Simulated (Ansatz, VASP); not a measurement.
NaI in VASP and in Ansatz

```
Na I
1.0
     0.00000    3.32811    3.32811
     3.32811    0.00000    3.32811
     3.32811    3.32811    0.00000
Na I
1 1
Direct
  0.00000 0.00000 0.00000
  0.50000 0.50000 0.50000
```

Alike in both runs: task single point; functional PBE; k mesh 6 × 6 × 6; no spin polarisation.

|  | VASP | Ansatz |
| --- | --- | --- |
| version | VASP 6.6.1 | Ansatz 0.2.0 |
| potentials or method | VASP PAW PBE potentials, release 64 (Na_pv, I) | plane waves, PAW |
| plane-wave cutoff (eV) | 500 | 420 |
| occupations | gaussian, width 0.01 eV | fixed |
| valence electrons in the cell | 14 | 26 |

VASP gave:

* gap on the k mesh at the Fermi level (eV): 3.43
* pressure (GPa): -0.8

Estimate Ansatz's values.

gap on the k mesh at the Fermi level (eV): 3.44; pressure (GPa): -0.8.

VASP's potentials hold 14 valence electrons a cell and Ansatz's 26, so a difference there can come from the potentials and not from the codes.

Neither program's run includes spin-orbit coupling.
